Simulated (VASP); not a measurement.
## Al: single point with revPBE

The system is Al.

```xyz
1
Lattice="0.0000 2.0021 2.0021 2.0021 0.0000 2.0021 2.0021 2.0021 0.0000" Properties=species:S:1:pos:R:3 pbc="T T T"
Al    0.0000    0.0000    0.0000
```

This cell differs from its parent crystal: volume scaled by 0.96.

| Item | Value |
| --- | --- |
| Program | VASP 6.6.1 |
| Task | single point |
| Functional | revPBE |
| Potentials or basis | VASP PAW PBE potentials, release 64 (Al) |
| Cutoff | 520 eV |
| k mesh | 22 × 22 × 22 |
| Occupations | fermi-dirac, width 0.1 eV |
| Spin | no spin polarisation |
| Dipole correction | no |
| Further INCAR settings | ALGO = Normal; EDIFF = 1e-07; NBANDS = 8 |

```json
{"Pressure": "3.3 GPa"}
```

Levels at points of the mesh, in eV from the Fermi level:
```
           k point  band 1  band 2  band 3  band 4  band 5  band 6
(0.00, 0.00, 0.00)  -11.32   12.76   12.76   12.76   14.57   14.57
(0.50, 0.00, 0.00)   -4.71   -4.39   11.58   11.58   11.79   11.79
(0.50, 0.50, 0.00)   -2.99   -1.58    5.24    5.76    5.76    9.41
```

Run time: 22 s on 1 thread of Intel(R) Xeon(R) Platinum 8375C CPU @ 2.90GHz (Ice Lake) (shared host), peak memory 0.15 GiB.

Caveat: the PAW data sets were made with another functional, which shifts forces and pressure a little.
